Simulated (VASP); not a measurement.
# Ta in VASP: further runs

The runs below take Ta through single point, with PBEsol.

Everything below comes from runs of VASP 6.6.1. Logs are shortened: lines on timing, memory, paths and dates and some standing lists are left out, and cuts for length are marked.

## 1. The cell of the first run

The structure is tetragonal, space group I4/mmm (No. 139). Conventional cell: a = 3.280 Å, b = 3.280 Å, c = 2.952 Å, α = 90.00°, β = 90.00°, γ = 90.00°. Ta (site symmetry 4/mmm) has 14 Ta at 2.75 to 3.28 Å within 3.6 Å.

## 2. Single point, PBEsol (normal strain along x +0.0000, normal strain along z -0.1000)

Contents of INCAR:

```
SYSTEM = Ta
PREC     = Accurate       ! precision mode
ENCUT    = 520            ! plane-wave cutoff, eV
EDIFF    = 1E-7           ! SCF threshold, eV
ISMEAR   = 0              ! smearing method
SIGMA    = 0.15           ! smearing width, eV
LREAL    = .False.        ! projectors in reciprocal space
LASPH    = .True.         ! aspherical terms in the spheres
NELM     = 80             ! most SCF steps
ALGO     = Normal         ! electronic algorithm
ISIF     = 2              ! what is computed and relaxed
LWAVE    = .False.        ! write WAVECAR
LCHARG   = .False.        ! write CHGCAR
GGA      = PS             ! functional
NBANDS   = 12             ! bands
```

Contents of KPOINTS:

```
regular mesh
0
Gamma
  20 20 20
  0 0 0
```

Contents of POSCAR:

```
Ta
1.0
   -1.6402286350      1.6402286350      1.4762057715
    1.6402286350     -1.6402286350      1.4762057715
    1.6402286350      1.6402286350     -1.4762057715
Ta
1
Direct
    0.0000000000      0.0000000000      0.0000000000
```

Potentials or basis: VASP PAW PBE potentials, release 64 (Ta_pv).

Launch:

```sh
$ cat potpaw_PBE.64/Ta_pv/POTCAR > POTCAR
$ mpirun -np 1 vasp_std > vasp.out
```

OUTCAR:

```text
SYSTEM = Ta
   PREC = Accurate
   ENCUT = 520
   EDIFF = 1E-7
   ISMEAR = 0
   LREAL = .False.
   LASPH = .True.
   NELM = 80
   ISIF = 2
   GGA = PS

 ion  position               nearest neighbor table
   1  0.000  0.000  0.000-

  LATTYP: Found a body centered tetragonal cell.
 ALAT       =     3.2804572700
 C/A-ratio  =     0.9000000000

  Lattice vectors:

 A1 = (  -1.6402286350,   1.6402286350,   1.4762057715)
 A2 = (   1.6402286350,  -1.6402286350,   1.4762057715)
 A3 = (   1.6402286350,   1.6402286350,  -1.4762057715)

Analysis of symmetry for initial positions (statically):
=====================================================================
 Subroutine PRICEL returns:
 Original cell was already a primitive cell.

 Routine SETGRP: Setting up the symmetry group for a
 body centered tetragonal supercell.

 Subroutine GETGRP returns: Found 16 space group operations
 (whereof 16 operations were pure point group operations)
 out of a pool of 16 trial point group operations.

The static configuration has the point symmetry D_4h.

Analysis of symmetry for dynamics (positions and initial velocities):
=====================================================================
 Subroutine PRICEL returns:
 Original cell was already a primitive cell.

 Routine SETGRP: Setting up the symmetry group for a
 body centered tetragonal supercell.

 Subroutine GETGRP returns: Found 16 space group operations
 (whereof 16 operations were pure point group operations)
 out of a pool of 16 trial point group operations.

The dynamic configuration has the point symmetry D_4h.

 Subroutine INISYM returns: Found 16 space group operations
 (whereof 16 operations are pure point group operations),
 and found     1 'primitive' translations

----------------------------------------------------------------------------------------

                                     Primitive cell

  volume of cell :      15.8860

  direct lattice vectors                    reciprocal lattice vectors
    -1.640228635  1.640228635  1.476205772     0.000000000  0.304835551  0.338706168
     1.640228635 -1.640228635  1.476205772     0.304835551  0.000000000  0.338706168
     1.640228635  1.640228635 -1.476205772     0.304835551  0.304835551  0.000000000

  length of vectors
     2.749524219  2.749524219  2.749524219     0.455682545  0.455682545  0.431102571

  position of ions in fractional coordinates (direct lattice)
     0.000000000  0.000000000  0.000000000

  ion indices of the primitive-cell ions
   primitive index   ion index
                 1           1

----------------------------------------------------------------------------------------

 KPOINTS: regular mesh

Automatic generation of k-mesh.
 Grid dimensions read from file:
 generate k-points for:   20   20   20

 Generating k-lattice:

  Cartesian coordinates                     Fractional coordinates (reciprocal lattice)
     0.000000000  0.015241778  0.016935308     0.050000000  0.000000000  0.000000000
     0.015241778  0.000000000  0.016935308     0.000000000  0.050000000  0.000000000
     0.015241778  0.015241778  0.000000000     0.000000000  0.000000000  0.050000000

  Length of vectors
     0.022784127  0.022784127  0.021555129

  Shift w.r.t. Gamma in fractional coordinates (k-lattice)
     0.000000000  0.000000000  0.000000000

 Subroutine IBZKPT returns following result:
 ===========================================

 Found    641 irreducible k-points:

 Following reciprocal coordinates:
            Coordinates               Weight
  0.000000  0.000000  0.000000      1.000000
  0.050000 -0.000000  0.000000      8.000000
  0.100000 -0.000000  0.000000      8.000000
  0.150000  0.000000  0.000000      8.000000
  0.200000 -0.000000  0.000000      8.000000
  0.250000  0.000000  0.000000      8.000000
[... 16 lines left out ...]
 -0.400000  0.050000 -0.000000     16.000000
 -0.350000  0.050000 -0.000000     16.000000
 [... further k-points ...]
   k-points           NKPTS =    641   k-points in BZ     NKDIM =    641   number of bands    NBANDS=     12
   number of dos      NEDOS =    301   number of ions     NIONS =      1
   total plane-waves  NPLWV =   8000
   dimension x,y,z NGX =    20 NGY =   20 NGZ =   20
   dimension x,y,z NGXF=    40 NGYF=   40 NGZF=   40
   ions per type =               1
   NGX,Y,Z   is equivalent  to a cutoff of  12.09, 12.09, 12.09 a.u.
   NGXF,Y,Z  is equivalent  to a cutoff of  24.19, 24.19, 24.19 a.u.
 SYSTEM =  Ta
   PREC   = accura    normal or accurate (medium, high low for compatibility)
   ISTART =      0    job   : 0-new  1-cont  2-samecut
   ICHARG =      2    charge: 1-file 2-atom 10-const
   ISPIN  =      1    spin polarized calculation?
   LNONCOLLINEAR =      F non collinear calculations
   LSORBIT =      F    spin-orbit coupling
   LASPH  =      T    aspherical Exc in radial PAW
   ENCUT  =  520.0 eV  38.22 Ry    6.18 a.u.   5.11  5.11  5.11*2*pi/ulx,y,z
   NELM   =     80;   NELMIN=  2; NELMDL= -5     # of ELM steps
   EDIFF  = 0.1E-06   stopping-criterion for ELM
   LREAL  =      F    real-space projection
   EDIFFG = 0.1E-05   stopping-criterion for IOM
   NSW    =      0    number of steps for IOM
   IBRION =     -1    ionic relax: 0-MD 1-quasi-New 2-CG
   NFREE  =      0    steps in history (QN), initial steepest desc. (CG)
   ISIF   =      2    stress and relaxation
   ISYM   =      2    0-nonsym 1-usesym 2-fastsym
   POTIM  = 0.5000    time-step for ionic-motion
   TEBEG  =    0.0;   TEEND  =   0.0 temperature during run
   PSTRESS=    0.0 pullay stress
   NELECT =      11.0000    total number of electrons
   NUPDOWN=      -1.0000    fix difference up-down
   EMIN   =  10.00;   EMAX   =-10.00  energy-range for DOS
   EFERMI =   0.00;   METHOD = LEGACY
   ISMEAR =     0;   SIGMA  =   0.15  broadening in eV -4-tet -1-fermi 0-gaus
   EFERMI_NEDOS =   21; number of points for ismear=-14 and -15
   IALGO  =     38    algorithm
   IMIX   =      4    mixing-type and parameters
     AMIX     =   0.40;   BMIX     =  1.00
     AMIX_MAG =   1.60;   BMIX_MAG =  1.00
  volume/ion in A,a.u.               =      15.89       107.20
  Fermi-wavevector in a.u.,A,eV,Ry     =   1.448329  2.736945 28.540347  2.097656
  Thomas-Fermi vector in A             =   2.566182
   LORBIT       =      0    0 simple, 1 ext, 2 COOP (PROOUT), +10 PAW based schemes
   GGA     = PS    functional components
   LHFCALC =     F    Hartree Fock is set to
   AEXX    =    0.0000 exact exchange contribution
   IVDW    =     0    specifies the selected vdW correction
   LEPSILON=     F    determine dielectric tensor
   LRPA    =     F    only Hartree local field effects (RPA)
 non-spin polarized calculation
 Gauss-broadening in eV      SIGMA  =   0.15
  energy-cutoff  :      520.00
  volume of cell :       15.89
 maximum number of plane-waves:       450
   NGX = 11   NGY = 11   NGZ = 11

 number of electron      11.0000002 magnetization

 Free energy of the ion-electron system (eV)
  ---------------------------------------------------
  ext. energy  EPLUGINS =         0.00000000
  ---------------------------------------------------
  free energy    TOTEN  =       -12.36643536 eV

  energy without entropy =      -12.35349813  energy(sigma->0) =      -12.35996674

 E-fermi :   6.4461     XC(G=0): -13.3813

 val. band max:        6.4443597668   @ k =  -0.2500   0.0500  -0.0000
 cond. band min:       6.4478174211   @ k =   0.3000   0.2500   0.0500
 fundamental gap:      0.0034576542
 Fermi energy:         6.4461156005

 k-point     1 :       0.0000    0.0000    0.0000
  band No.  band energies     occupation
      1     -26.1362      2.00000
      2     -26.1362      2.00000
      3     -26.0949      2.00000
      4      -2.0075      2.00000
      5       6.1170      1.99808
      6       7.7601      0.00000
      7       7.7601      0.00000
      8       9.5502      0.00000
      9      11.8580      0.00000
     10      21.4432      0.00000
     11      21.4432      0.00000
     12      21.4831      0.00000

 k-point     2 :       0.0500   -0.0000    0.0000
  band No.  band energies     occupation
      1     -26.1699      2.00000
      2     -26.1511      2.00000
      3     -26.1130      2.00000
      4      -1.8687      2.00000
      5       6.1497      1.99481
      6       7.7063      0.00000
      7       7.7499      0.00000
      8       9.5585      0.00000
      9      11.7143      0.00000
     10      21.4830      0.00000
     11      21.6962      0.00000
     12      21.7293      0.00000

 k-point     3 :       0.1000   -0.0000    0.0000
  band No.  band energies     occupation
      1     -26.3045      2.00000
      2     -26.1941      2.00000
      3     -26.1273      2.00000
      4      -1.4666      2.00000
      5       6.1572      1.99354
      6       7.5075      0.00000
      7       7.8323      0.00000
      8       9.6270      0.00000
      9      11.3952      0.00000
     10      21.4826      0.00000
     11      22.4133      0.00000
     12      22.4278      0.00000
[... 286 lines left out ...]
 k-point    23 :      -0.4000    0.0500   -0.0000
  band No.  band energies     occupation
      1     -27.6349      2.00000
      2     -26.6456      2.00000
      3     -26.2238      2.00000
      4       1.5787      2.00000
      5       4.3422      2.00000
      6       7.2293      0.00000
      7      10.9788      0.00000
      8      11.9312      0.00000
      9      13.4560      0.00000
     10      19.9162      0.00000
     11      21.4686      0.00000
     12      23.3208      0.00000

 k-point    24 :      -0.3500    0.0500   -0.0000
  band No.  band energies     occupation
      1     -27.4291      2.00000
      2     -26.5721      2.00000
      3     -26.2071      2.00000
      4       1.4564      2.00000
      5       4.6477      2.00000
      6       6.5161      0.50929
      7      10.9935      0.00000
      8      11.2560      0.00000
      9      12.1607      0.00000
     10      20.7400      0.00000
     11      21.4883      0.00000
     12      24.9803      0.00000

 [... further k-points ...]
[... 5 lines left out ...]
  --------------------------------------------------------------------------------------
  -------------------------------------------------------------------------------------
  Total        2.3555165      2.3555165      3.6490241      0.0000000      0.0000000      0.0000000
  in kB      237.5642383    237.5642383    368.0201883      0.0000000      0.0000000      0.0000000
  external PRESSURE =     281.0495550 kB  Pullay stress =       0.0000000 kB

 VOLUME and BASIS-vectors are now :
 -----------------------------------------------------------------------------
  energy-cutoff  :      520.00
  volume of cell :       15.89
      direct lattice vectors                 reciprocal lattice vectors
    -1.640228635  1.640228635  1.476205772     0.000000000  0.304835551  0.338706168
     1.640228635 -1.640228635  1.476205772     0.304835551  0.000000000  0.338706168
     1.640228635  1.640228635 -1.476205772     0.304835551  0.304835551  0.000000000

 POSITION                                       TOTAL-FORCE (eV/Angst)
 -----------------------------------------------------------------------------------
      0.00000      0.00000      0.00000         0.000000      0.000000      0.000000
 -----------------------------------------------------------------------------------
    total drift:                                0.000000     -0.000000      0.000000

  FREE ENERGIE OF THE ION-ELECTRON SYSTEM (eV)
  ---------------------------------------------------
  free  energy   TOTEN  =       -12.3664353589 eV

  energy  without entropy=      -12.3534981303  energy(sigma->0) =      -12.35996674
```

Wall time 30 s (1 thread of Intel Xeon 6975P-C (Granite Rapids), shared host); peak memory 0.23 GiB.

What came out:

```
Free energy : -12.3664 eV
Pressure    : 28.1 GPa
```

Stress tensor (GPa, compression positive):
```
23.76  0.00  0.00
 0.00 23.76  0.00
 0.00  0.00 36.80
```

Caveat: the cell differs from its parent crystal (normal strain along x +0.0000, normal strain along z -0.1000); the PAW data sets were made with another functional, which shifts forces and pressure a little; spin-orbit coupling is left out, which moves the levels of the heavy elements.

(Part 1 of 2 ends here.)
